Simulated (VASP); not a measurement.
# AgCl (I4/mmm) in VASP: notebook

Runs on AgCl. Level: PBE. Tasks: single point.

All numbers are computed with VASP 6.6.1; they aren't measurements. Logs are shortened: lines on timing, memory, paths and dates and some standing lists are left out, and cuts for length are marked.

### 1 The cell of the first run

Symmetry: I4/mmm, No. 139, tetragonal system. Conventional cell: a = 3.608 Å, b = 3.608 Å, c = 5.324 Å, α = 90.00°, β = 90.00°, γ = 90.00°. Within 3.4 Å of Ag (site symmetry 4/mmm) lie 6 Cl at 2.55 to 2.66 Å. Within 3.4 Å of Cl (site symmetry 4/mmm) lie 6 Ag at 2.55 to 2.66 Å.

### 2 Single point, PBE (strain -0.080 along x and y, -0.040 along z)

INCAR

```
PREC     = Accurate       # precision mode
ENCUT    = 520            # plane-wave cutoff, eV
EDIFF    = 1E-6           # SCF threshold, eV
ISMEAR   = 0              # smearing method
SIGMA    = 0.05           # smearing width, eV
LREAL    = False          # projectors in reciprocal space
LASPH    = True           # aspherical terms in the spheres
NELM     = 100            # most SCF steps
ALGO     = Normal         # electronic algorithm
ISIF     = 2              # what is computed and relaxed
LWAVE    = False          # write WAVECAR
LCHARG   = True           # write CHGCAR
GGA      = PE             # functional
LELF     = True           # ELF
LVHAR    = True         
NBANDS   = 16             # bands
```

KPOINTS

```
regular mesh
0
Gamma
  8 8 8
```

POSCAR

```
AgCl
1.0
    0.0000000000      2.5512980000      2.6622240000
    2.5512980000      0.0000000000      2.6622240000
    2.5512980000      2.5512980000      0.0000000000
Ag Cl
1 1
Direct
    0.5000000000      0.5000000000      0.5000000000
    0.0000000000      0.0000000000      0.0000000000
```

Potentials or basis: VASP PAW PBE potentials, release 64 (Ag, Cl).

Launch:

```bash
$ cat potpaw_PBE.64/Ag/POTCAR potpaw_PBE.64/Cl/POTCAR > POTCAR
$ mpirun -np 1 vasp_std > vasp.out
```

OUTCAR:

```text
PREC = Accurate
   ENCUT = 520
   EDIFF = 1E-6
   ISMEAR = 0
   LREAL = False
   LASPH = True
   NELM = 100
   ISIF = 2
   GGA = PE

 ion  position               nearest neighbor table
   1  0.500  0.500  0.500-   2 2.55   2 2.55   2 2.55   2 2.55   2 2.66   2 2.66
   2  0.000  0.000  0.000-   1 2.55   1 2.55   1 2.55   1 2.55   1 2.66   1 2.66

  LATTYP: Found a body centered tetragonal cell.
 ALAT       =     3.6080802333
 C/A-ratio  =     1.4757011086

  Lattice vectors:

 A1 = (  -2.5512980000,   0.0000000000,   2.6622240000)
 A2 = (   2.5512980000,   0.0000000000,   2.6622240000)
 A3 = (   0.0000000000,   2.5512980000,  -2.6622240000)

Analysis of symmetry for initial positions (statically):
=====================================================================
 Subroutine PRICEL returns:
 Original cell was already a primitive cell.

 Routine SETGRP: Setting up the symmetry group for a
 body centered tetragonal supercell.

 Subroutine GETGRP returns: Found 16 space group operations
 (whereof 16 operations were pure point group operations)
 out of a pool of 16 trial point group operations.

The static configuration has the point symmetry D_4h.

Analysis of symmetry for dynamics (positions and initial velocities):
=====================================================================
 Subroutine PRICEL returns:
 Original cell was already a primitive cell.

 Routine SETGRP: Setting up the symmetry group for a
 body centered tetragonal supercell.

 Subroutine GETGRP returns: Found 16 space group operations
 (whereof 16 operations were pure point group operations)
 out of a pool of 16 trial point group operations.

The dynamic configuration has the point symmetry D_4h.

 Subroutine INISYM returns: Found 16 space group operations
 (whereof 16 operations are pure point group operations),
 and found     1 'primitive' translations

----------------------------------------------------------------------------------------

                                     Primitive cell

  volume of cell :      34.6575

  direct lattice vectors                    reciprocal lattice vectors
     0.000000000  2.551298000  2.662224000    -0.195978674  0.195978674  0.187812896
     2.551298000  0.000000000  2.662224000     0.195978674 -0.195978674  0.187812896
     2.551298000  2.551298000  0.000000000     0.195978674  0.195978674 -0.187812896

  length of vectors
     3.687351097  3.687351097  3.608080233     0.334796902  0.334796902  0.334796902

  position of ions in fractional coordinates (direct lattice)
     0.500000000  0.500000000  0.500000000
     0.000000000  0.000000000  0.000000000

  ion indices of the primitive-cell ions
   primitive index   ion index
                 1           1
                 2           2

----------------------------------------------------------------------------------------

 KPOINTS: regular mesh

Automatic generation of k-mesh.
 Grid dimensions read from file:
 generate k-points for:    8    8    8

 Generating k-lattice:

  Cartesian coordinates                     Fractional coordinates (reciprocal lattice)
    -0.024497334  0.024497334  0.023476612     0.125000000 -0.000000000  0.000000000
     0.024497334 -0.024497334  0.023476612    -0.000000000  0.125000000  0.000000000
     0.024497334  0.024497334 -0.023476612     0.000000000  0.000000000  0.125000000

  Length of vectors
     0.041849613  0.041849613  0.041849613

  Shift w.r.t. Gamma in fractional coordinates (k-lattice)
     0.000000000  0.000000000  0.000000000

 Subroutine IBZKPT returns following result:
 ===========================================

 Found     59 irreducible k-points:

 Following reciprocal coordinates:
            Coordinates               Weight
  0.000000  0.000000  0.000000      1.000000
  0.125000 -0.000000  0.000000      8.000000
  0.250000 -0.000000  0.000000      8.000000
  0.375000  0.000000  0.000000      8.000000
  0.500000 -0.000000  0.000000      4.000000
  0.125000  0.125000  0.000000      2.000000
[... 16 lines left out ...]
  0.250000 -0.000000  0.125000     16.000000
  0.375000 -0.000000  0.125000     16.000000
 [... further k-points ...]
   k-points           NKPTS =     59   k-points in BZ     NKDIM =     59   number of bands    NBANDS=     16
   number of dos      NEDOS =    301   number of ions     NIONS =      2
   total plane-waves  NPLWV =  21952
   dimension x,y,z NGX =    28 NGY =   28 NGZ =   28
   dimension x,y,z NGXF=    56 NGYF=   56 NGZF=   56
   ions per type =               1   1
   NGX,Y,Z   is equivalent  to a cutoff of  12.62, 12.62, 12.90 a.u.
   NGXF,Y,Z  is equivalent  to a cutoff of  25.25, 25.25, 25.80 a.u.
 SYSTEM =  unknown system
   PREC   = accura    normal or accurate (medium, high low for compatibility)
   ISTART =      0    job   : 0-new  1-cont  2-samecut
   ICHARG =      2    charge: 1-file 2-atom 10-const
   ISPIN  =      1    spin polarized calculation?
   LNONCOLLINEAR =      F non collinear calculations
   LSORBIT =      F    spin-orbit coupling
   LASPH  =      T    aspherical Exc in radial PAW
   ENCUT  =  520.0 eV  38.22 Ry    6.18 a.u.   6.86  6.86  6.71*2*pi/ulx,y,z
   NELM   =    100;   NELMIN=  2; NELMDL= -5     # of ELM steps
   EDIFF  = 0.1E-05   stopping-criterion for ELM
   LREAL  =      F    real-space projection
[... 7 lines left out ...]
   TEBEG  =    0.0;   TEEND  =   0.0 temperature during run
   PSTRESS=    0.0 pullay stress
   NELECT =      18.0000    total number of electrons
   NUPDOWN=      -1.0000    fix difference up-down
   EMIN   =  10.00;   EMAX   =-10.00  energy-range for DOS
   EFERMI =   0.00;   METHOD = LEGACY
   ISMEAR =     0;   SIGMA  =   0.05  broadening in eV -4-tet -1-fermi 0-gaus
   EFERMI_NEDOS =   21; number of points for ismear=-14 and -15
   IALGO  =     38    algorithm
   IMIX   =      4    mixing-type and parameters
     AMIX     =   0.40;   BMIX     =  1.00
     AMIX_MAG =   1.60;   BMIX_MAG =  1.00
  volume/ion in A,a.u.               =      17.33       116.94
  Fermi-wavevector in a.u.,A,eV,Ry     =   1.315932  2.486750 23.560885  1.731676
  Thomas-Fermi vector in A             =   2.446079
   LORBIT       =      0    0 simple, 1 ext, 2 COOP (PROOUT), +10 PAW based schemes
   GGA     = PE    functional components
   LHFCALC =     F    Hartree Fock is set to
   AEXX    =    0.0000 exact exchange contribution
   IVDW    =     0    specifies the selected vdW correction
   LEPSILON=     F    determine dielectric tensor
   LRPA    =     F    only Hartree local field effects (RPA)
 non-spin polarized calculation
 Gauss-broadening in eV      SIGMA  =   0.05
  energy-cutoff  :      520.00
  volume of cell :       34.66
 maximum number of plane-waves:       958
   NGX = 13   NGY = 13   NGZ = 13

 number of electron      18.0000003 magnetization

 Free energy of the ion-electron system (eV)
  ---------------------------------------------------
  ext. energy  EPLUGINS =         0.00000000
  ---------------------------------------------------
  free energy    TOTEN  =        -4.94537492 eV

  energy without entropy =       -4.94537492  energy(sigma->0) =       -4.94537492

 E-fermi :   7.2227     XC(G=0): -11.0878

 val. band max:        6.9597838424   @ k =   0.5000  -0.0000   0.0000
 cond. band min:       7.7628999670   @ k =   0.0000   0.0000   0.0000
 fundamental gap:      0.8031161246
 Fermi energy:         7.2226545621

 k-point     1 :       0.0000    0.0000    0.0000
  band No.  band energies     occupation
      1      -9.9855      2.00000
      2       3.1601      2.00000
      3       3.3188      2.00000
      4       3.3303      2.00000
      5       3.3303      2.00000
      6       3.3351      2.00000
[... 8 lines left out ...]
     15      20.5740      0.00000
     16      20.5830      0.00000

 k-point     2 :       0.1250   -0.0000    0.0000
  band No.  band energies     occupation
      1      -9.8826      2.00000
      2       2.3434      2.00000
      3       2.3861      2.00000
      4       2.5100      2.00000
      5       3.3247      2.00000
      6       3.4042      2.00000
[... 8 lines left out ...]
     15      19.5164      0.00000
     16      19.8408      0.00000

 k-point     3 :       0.2500   -0.0000    0.0000
  band No.  band energies     occupation
      1      -9.6177      2.00000
      2       1.0190      2.00000
      3       1.6116      2.00000
      4       1.7516      2.00000
      5       3.5509      2.00000
      6       3.5910      2.00000
[... 8 lines left out ...]
     15      19.1385      0.00000
     16      20.1541      0.00000

 k-point     4 :       0.3750    0.0000    0.0000
  band No.  band energies     occupation
      1      -9.3239      2.00000
      2      -0.0297      2.00000
      3       1.1244      2.00000
      4       1.2790      2.00000
      5       3.7881      2.00000
      6       3.7959      2.00000
[... 8 lines left out ...]
     15      19.8755      0.00000
     16      20.5285      0.00000

 k-point     5 :       0.5000   -0.0000    0.0000
  band No.  band energies     occupation
      1      -9.1917      2.00000
      2      -0.4261      2.00000
      3       0.9584      2.00000
      4       1.1176      2.00000
      5       3.8729      2.00000
      6       3.9030      2.00000
[... 8 lines left out ...]
     15      20.4711      0.00000
     16      21.1069      0.00000

 k-point     6 :       0.1250    0.1250    0.0000
  band No.  band energies     occupation
      1      -9.8687      2.00000
      2       1.9093      2.00000
      3       2.8904      2.00000
      4       2.8904      2.00000
      5       3.0858      2.00000
      6       3.3549      2.00000
[... 8 lines left out ...]
     15      20.5144      0.00000
     16      21.6389      0.00000

 k-point     7 :       0.2500    0.1250    0.0000
  band No.  band energies     occupation
      1      -9.6794      2.00000
      2       1.1894      2.00000
      3       2.0836      2.00000
      4       2.1810      2.00000
      5       3.2661      2.00000
      6       3.6016      2.00000
[... 8 lines left out ...]
     15      20.7633      0.00000
     16      21.4141      0.00000

 k-point     8 :       0.3750    0.1250    0.0000
  band No.  band energies     occupation
      1      -9.4047      2.00000
      2       0.4139      2.00000
      3       1.3332      2.00000
      4       1.4930      2.00000
      5       3.5352      2.00000
      6       3.8179      2.00000
[... 8 lines left out ...]
     15      20.6380      0.00000
     16      21.3712      0.00000

 k-point     9 :       0.5000    0.1250    0.0000
  band No.  band energies     occupation
      1      -9.2043      2.00000
      2      -0.1770      2.00000
      3       1.0860      2.00000
      4       1.1006      2.00000
      5       3.7974      2.00000
      6       3.8977      2.00000
[... 8 lines left out ...]
     15      20.4216      0.00000
     16      21.9217      0.00000
[... 172 lines left out ...]
 k-point    19 :       0.5000    0.3750    0.0000
  band No.  band energies     occupation
      1      -9.2568      2.00000
      2       0.7354      2.00000
      3       1.7889      2.00000
      4       2.0578      2.00000
      5       3.1248      2.00000
      6       3.9966      2.00000
[... 8 lines left out ...]
     15      21.7359      0.00000
     16      22.5224      0.00000

 k-point    20 :      -0.3750    0.3750    0.0000
  band No.  band energies     occupation
      1      -9.1755      2.00000
      2       0.8347      2.00000
      3       0.9432      2.00000
      4       1.4741      2.00000
      5       3.4978      2.00000
      6       3.9897      2.00000
[... 8 lines left out ...]
     15      20.3384      0.00000
     16      23.2730      0.00000

 k-point    21 :       0.5000    0.5000    0.0000
  band No.  band energies     occupation
      1      -9.2660      2.00000
      2       0.7638      2.00000
      3       2.5608      2.00000
      4       2.5608      2.00000
      5       2.6710      2.00000
      6       3.5701      2.00000
[... 8 lines left out ...]
     15      21.9366      0.00000
     16      21.9366      0.00000

 k-point    22 :       0.1250    0.0000    0.1250
  band No.  band energies     occupation
      1      -9.8446      2.00000
      2       1.6659      2.00000
      3       2.6699      2.00000
      4       2.8402      2.00000
      5       3.2423      2.00000
      6       3.3796      2.00000
[... 8 lines left out ...]
     15      20.7892      0.00000
     16      20.9031      0.00000

 k-point    23 :       0.2500   -0.0000    0.1250
  band No.  band energies     occupation
      1      -9.6399      2.00000
      2       0.8976      2.00000
      3       2.0059      2.00000
      4       2.2013      2.00000
      5       3.3294      2.00000
      6       3.5851      2.00000
[... 8 lines left out ...]
     15      20.4530      0.00000
     16      21.5947      0.00000

 k-point    24 :       0.3750   -0.0000    0.1250
  band No.  band energies     occupation
      1      -9.3682      2.00000
      2       0.2083      2.00000
      3       1.2748      2.00000
      4       1.5742      2.00000
      5       3.5537      2.00000
      6       3.8288      2.00000
[... 8 lines left out ...]
     15      20.6586      0.00000
     16      21.5802      0.00000

 [... further k-points ...]

------------------------ aborting loop because EDIFF is reached ----------------------------------------

  FORCE on cell =-STRESS in cart. coord.  units (eV):
  Direction    XX          YY          ZZ          XY          YZ          ZX
  --------------------------------------------------------------------------------------
  -------------------------------------------------------------------------------------
  Total        4.5651298      4.5651298      3.4339327      0.0000000     -0.0000000     -0.0000000
  in kB      211.0409579    211.0409579    158.7469504      0.0000000     -0.0000000     -0.0000000
  external PRESSURE =     193.6096221 kB  Pullay stress =       0.0000000 kB

 VOLUME and BASIS-vectors are now :
 -----------------------------------------------------------------------------
  energy-cutoff  :      520.00
  volume of cell :       34.66
      direct lattice vectors                 reciprocal lattice vectors
     0.000000000  2.551298000  2.662224000    -0.195978674  0.195978674  0.187812896
     2.551298000  0.000000000  2.662224000     0.195978674 -0.195978674  0.187812896
     2.551298000  2.551298000  0.000000000     0.195978674  0.195978674 -0.187812896

 POSITION                                       TOTAL-FORCE (eV/Angst)
 -----------------------------------------------------------------------------------
      2.55130      2.55130      2.66222        -0.000000      0.000000      0.000000
      0.00000      0.00000      0.00000         0.000000     -0.000000      0.000000
 -----------------------------------------------------------------------------------
    total drift:                                0.000000      0.000000      0.000000

  FREE ENERGIE OF THE ION-ELECTRON SYSTEM (eV)
  ---------------------------------------------------
  free  energy   TOTEN  =        -4.9453749186 eV

  energy  without entropy=       -4.9453749186  energy(sigma->0) =       -4.94537492
```

Run time: 24 s. Hardware: 1 thread of Intel Xeon Platinum 8259CL at 2.50GHz (Skylake/Cascade Lake), shared host; peak memory 0.17 GiB.

What came out:

| Quantity | Value |
| --- | --- |
| Free energy | -4.9454 eV |
| Pressure | 19.4 GPa |
| Band gap on the k mesh | 0.80 eV, indirect (least direct gap 3.38 eV) |

Levels at points of the mesh, in eV from the valence-band top:
```tsv
k point	band 6	band 7	band 8	band 9	band 10	band 11	band 12	band 13
(0.00, 0.00, 0.00)	-3.62	-3.49	-3.49	-3.35	0.80	10.52	10.59	10.59
(0.50, 0.00, 0.00)	-3.06	-2.61	-0.37	0.00	3.38	6.76	7.25	7.67
(0.50, 0.50, 0.00)	-3.39	-2.89	-2.89	-2.61	1.88	7.74	8.91	12.66
(0.50, 0.00, 0.50)	-3.29	-2.92	-2.86	-2.57	1.76	7.43	9.30	11.96
```

Caveat: the cell differs from its parent crystal (strain -0.080 along x and y, -0.040 along z). A k mesh can miss the band edges.

### 3 Single point, PBE (strain -0.040 along x and y, +0.000 along z)

INCAR

```
SYSTEM = AgCl
PREC = Accurate ; ENCUT = 520
EDIFF = 1E-6 ; ISMEAR = 0
SIGMA = 0.05 ; LREAL = .FALSE.
LASPH = .TRUE. ; NELM = 100
ALGO = Normal ; ISIF = 2
LWAVE = .FALSE. ; LCHARG = .FALSE.
GGA = PE ; NBANDS = 16
```

KPOINTS

```
Automatic mesh
0
G
  8 8 8
  0 0 0
```

POSCAR

```
AgCl
1.0
    0.0000000000      2.6622240000      2.7731500000
    2.6622240000      0.0000000000      2.7731500000
    2.6622240000      2.6622240000      0.0000000000
Ag Cl
1 1
Direct
    0.5000000000      0.5000000000      0.5000000000
    0.0000000000      0.0000000000      0.0000000000
```

Potentials or basis: VASP PAW PBE potentials, release 64 (Ag, Cl).

Launch:

```bash
$ cat potpaw_PBE.64/Ag/POTCAR potpaw_PBE.64/Cl/POTCAR > POTCAR
$ mpirun -np 1 vasp_std > vasp.out
```

Run time: 38 s. Hardware: 1 thread of Intel Xeon Platinum 8259CL at 2.50GHz (Skylake/Cascade Lake), shared host; peak memory 0.18 GiB.

The run converged. Its results:

- Free energy: -5.3065 eV
- Pressure: 6.7 GPa
- Band gap on the k mesh: 0.77 eV, indirect (least direct gap 3.48 eV)

Stress tensor (GPa, compression positive):
```
7.42 0.00 0.00
0.00 7.42 0.00
0.00 0.00 5.21
```

Levels at points of the mesh, in eV from the valence-band top:
| k point | band 7 | band 8 | band 9 | band 10 | band 11 | band 12 |
| --- | --- | --- | --- | --- | --- | --- |
| (0.00, 0.00, 0.00) | -2.87 | -2.87 | -2.74 | 0.77 | 10.61 | 10.71 |
| (0.50, 0.00, 0.00) | -2.14 | -0.30 | 0.00 | 3.85 | 6.88 | 7.16 |
| (0.50, 0.50, 0.00) | -2.36 | -2.36 | -2.22 | 2.15 | 7.94 | 8.49 |
| (0.50, 0.00, 0.50) | -2.38 | -2.34 | -2.20 | 2.08 | 7.68 | 8.89 |

Caveat: the cell differs from its parent crystal (strain -0.040 along x and y, +0.000 along z). A k mesh can miss the band edges.
